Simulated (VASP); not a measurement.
Set up this calculation in VASP 6.6.1, as the native input.

| Item | Value |
| --- | --- |
| Task | single point |
| Functional | PBE |
| Potentials or basis | VASP PAW PBE potentials, release 64 (Ni) |
| Cutoff | 600 eV |
| k mesh | 16 × 16 × 16 |
| Occupations | fermi-dirac, width 0.05 eV |
| Spin | collinear spin, ferromagnetic start |
| Starting moments | [0.8] μB |
| Dipole correction | no |
| Further INCAR settings | ALGO = Normal; EDIFF = 1e-06; NBANDS = 15 |

The structure of Ni lies in POSCAR:

```
Ni
1.0
   -1.4003306342      1.4003306342      1.4003306342
    1.4003306342     -1.4003306342      1.4003306342
    1.4003306342      1.4003306342     -1.4003306342
Ni
1
Direct
    0.0000000000      0.0000000000      0.0000000000
```

The input as run:

INCAR

```
SYSTEM = Ni
PREC = Accurate
ENCUT = 600
EDIFF = 1E-6
ISMEAR = -1
SIGMA = 0.05
LREAL = .False.
LASPH = .True.
NELM = 200
ALGO = Normal
ISIF = 2
LWAVE = .False.
LCHARG = .True.
ISPIN = 2
MAGMOM = 0.8
LORBIT = 11
LMAXMIX = 4
GGA = PE
LELF = .True.
LVHAR = .True.
NBANDS = 15
GGA_COMPAT = .False.
```

KPOINTS

```
Automatic mesh
0
Gamma
  16 16 16
  0 0 0
```

Potentials or basis: VASP PAW PBE potentials, release 64 (Ni).

The run is started by

```sh
$ cat potpaw_PBE.64/Ni/POTCAR > POTCAR
$ mpirun -np 1 vasp_std > vasp.out
```

Results of the run:

```
Pressure                                              : -0.2 GPa
Net moment                                            : 0.55 μB per cell
Site moments                                          : Ni +0.56 μB
Valence electrons inside the program's atomic spheres : Ni 9.30
```

Wall time 41 s on 1 thread of Intel Xeon 6975P-C (shared host), peak memory 0.16 GiB.
